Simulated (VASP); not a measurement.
**Li: relaxation of cell and atoms with r2SCAN**

Crystal: Li.

```xyz
2
Lattice="3.1110 0.0000 0.0000 -1.5555 2.6942 0.0000 0.0000 0.0000 5.0930" Properties=species:S:1:pos:R:3 pbc="T T T"
Li    0.0000    1.7961    1.2732
Li    1.5555    0.8981    3.8197
```

This isn't the form of Li at room conditions, which is bcc.

* Program: VASP 6.6.1
* Task: relaxation of cell and atoms
* Functional: r2SCAN
* Potentials or basis: VASP PAW PBE potentials, release 64 (Li_sv)
* Cutoff: 600 eV
* k mesh: 15 × 15 × 8
* Occupations: gaussian, width 0.1 eV
* Spin: no spin polarisation
* Dipole correction: no
* Further INCAR settings: ALGO = Normal; EDIFF = 1e-06; IBRION = 2; EDIFFG = -0.005; NSW = 100; ISIF = 3

```yaml
Relaxed_volume: 20.18 Å³/atom
Relaxed_cell: a = 3.044 Å, b = 3.044 Å, c = 5.028 Å, α = 90.00°, β = 90.00°, γ = 120.00°
Space_group_after_relaxing_to_0.1_Å: P6_3/mmc (No. 194)
Energy_gained_by_relaxing: 0.3 meV/atom
Ionic_steps: 6
Pressure_after_relaxing: 0.0 GPa
Band_gap_on_the_k_mesh: zero (bands 3 and 4 overlap by 5.08 eV)
```

Step by step:
```
step  energy change (eV)  largest force (eV/Å)  pressure (GPa)  volume (Å³)
   1              0.0000                0.0000           -0.37        42.69
   2             -0.0006                0.0000           -0.37        42.38
   3             -0.0014                0.0000           -0.27        41.48
   4              0.0004                0.0000            0.22        39.71
   5             -0.0008                0.0000           -0.04        40.48
   6             -0.0007                0.0000           -0.02        40.36
```

Final structure:
```xyz
2
Lattice="3.0444 0.0000 0.0000 -1.5222 2.6365 0.0000 0.0000 0.0000 5.0281" Properties=species:S:1:pos:R:3 pbc="T T T"
Li    0.0000    1.7577    1.2570
Li    1.5222    0.8788    3.7711
```

Levels at points of the mesh, in eV from the Fermi level:
| k point | band 1 | band 2 | band 3 | band 4 | band 5 | band 6 | band 7 |
| --- | --- | --- | --- | --- | --- | --- | --- |
| (0.00, 0.00, 0.00) | -48.06 | -48.04 | -3.89 | -0.09 | 3.06 | 13.98 | 13.98 |
| (0.00, 0.00, 0.50) | -48.05 | -48.05 | -2.70 | -2.70 | 8.48 | 8.48 | 15.01 |

Wall time 13 min on 1 thread of Intel(R) Xeon(R) 6975P-C (Granite Rapids), with other jobs on the host, peak memory 0.2 GiB.

Caveat: the cutoff is under 1.25 times the usual one of these potentials, so pressure, stress and relaxed cells hold a basis-set (Pulay) error; the PAW data sets were made with another functional, which shifts forces and pressure a little.
